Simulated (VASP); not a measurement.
Input of a VASP 6.6.1 run:

The input INCAR:

```
SYSTEM = LiBeF3
  PREC = Accurate
  ENCUT = 520
  EDIFF = 1E-7
  ISMEAR = 0
  SIGMA = 0.02
  LREAL = .FALSE.
  LASPH = .TRUE.
  NELM = 80
  ALGO = Normal
  ISIF = 2
  LWAVE = .FALSE.
  LCHARG = .TRUE.
  GGA = PE
  LELF = .TRUE.
  LVHAR = .TRUE.
  NBANDS = 21
```

File KPOINTS:

```
regular mesh
0
G
  8 6 6
  0 0 0
```

POSCAR

```
LiBeF3
1.0
    2.7294644614      0.0000000000      0.0000000000
    0.0000000000      2.5788798380      3.8189425524
    0.0000000000     -2.5788798380      3.8189425524
Li Be F
1 1 3
Direct
    0.5000000000      0.6874315853      0.6874315853
    0.0000000000      0.0545627313      0.0545627313
    0.5000000000      0.9397937781      0.9397937781
    0.0000000000      0.9097964893      0.4079456359
    0.0000000000      0.4079456359      0.9097964893
```

Potentials or basis: VASP PAW PBE potentials, release 64 (Li_sv, Be, F).

Command:

```console
$ cat potpaw_PBE.64/Li_sv/POTCAR potpaw_PBE.64/Be/POTCAR potpaw_PBE.64/F/POTCAR > POTCAR
$ mpirun -np 1 vasp_std > vasp.out
```

Q: Estimate the largest force.

A: 0.037 eV/Å.

Q: Predict the band gap on the k mesh.

A: 7.77 eV (least direct gap 7.80 eV).

Forces on the atoms (eV/Å):
```
Li   0.000  0.000  0.016
Be   0.000  0.000 -0.026
F    0.000  0.000 -0.026
F    0.000 -0.033  0.018
F    0.000  0.033  0.018
```

 A k mesh can miss the band edges.
